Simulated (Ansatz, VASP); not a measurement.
## One calculation of BN, two programs

The input POSCAR:

```
BN
1.0
    2.4982400000      0.0000000000      0.0000000000
   -1.2491200000      2.1635393048      0.0000000000
    0.0000000000      0.0000000000      6.6357000000
B N
2 2
Direct
    0.3333333333      0.6666666667      0.2500000000
    0.6666666667      0.3333333333      0.7500000000
    0.3333333333      0.6666666667      0.7500000000
    0.6666666667      0.3333333333      0.2500000000
```

File INCAR.step1:

```
  ALGO = Normal
  EDIFF = 1E-4
  ENCUT = 600
  GGA = PE
  ISMEAR = -1
  LASPH = T
  LCHARG = F
  LREAL = F
  LWAVE = T
  NELM = 80
  PREC = Accurate
  SIGMA = 0.08
```

File INCAR.step2:

```
  ALGO = Normal
  EDIFF = 1E-7
  EDIFFG = -0.002
  ENCUT = 600
  IBRION = 2
  ISIF = 3
  ISMEAR = -1
  ISTART = 1
  LASPH = T
  LCHARG = F
  LMIXTAU = T
  LREAL = F
  LWAVE = F
  METAGGA = R2SCAN
  NELM = 80
  NSW = 100
  PREC = Accurate
  SIGMA = 0.08
```

Contents of KPOINTS:

```
k-points
0
Gamma
  14 14 6
```

Input for Ansatz:

```yaml
crystal:
  lattice:
    - [2.49824000002, 0.0, 0.0]
    - [-1.24912000001, 2.16353930477, 0.0]
    - [0.0, 0.0, 6.6357]
  atoms:
    - { symbol: B, position: [0.333333333333, 0.666666666667, 0.25] }
    - { symbol: B, position: [0.666666666667, 0.333333333333, 0.75] }
    - { symbol: "N", position: [0.333333333333, 0.666666666667, 0.75] }
    - { symbol: "N", position: [0.666666666667, 0.333333333333, 0.25] }
kpoints:
  mp_grid: { grid: [14, 14, 6] }
scf:
  occupations: { method: fermi_dirac, width: 0.08 }
hamiltonian:
  xc: r2scan
  pseudopotentials: { kind: paw }
relax:
  f_tol: 0.002
  max_steps: 80
  cell: {}
output:
  forces: true
  stress: true
  write_density: true
  write_potential: true
  elf: true
  volumetric_format: npy
```

Alike in both runs: task relaxation of cell and atoms; functional r2SCAN; k mesh 14 × 14 × 6; occupations fermi-dirac, width 0.08 eV; no spin polarisation.

|  | VASP | Ansatz |
| --- | --- | --- |
| version | VASP 6.6.1 | Ansatz 0.2.0 |
| potentials or method | VASP PAW PBE potentials, release 64 (B, N) | PAW with Ansatz's default frozen-core files, scalar-relativistic |
| plane-wave cutoff (eV) | 600 | 500 |
| valence electrons in the cell | 16 | 16 |

|  | VASP | Ansatz | Ansatz less VASP |
| --- | --- | --- | --- |
| gap on the k mesh at the Fermi level, each at its own relaxed structure (eV) | 4.89 | 4.86 | -0.028 |
| relaxed volume (Å³/atom) | 9.28 | 9.31 | +0.030 |
| relaxed length of the cell vector where the two differ most in proportion (Å) | 6.841 | 6.872 | +0.0309 |

VASP's potentials were made for PBE, not for r2SCAN.
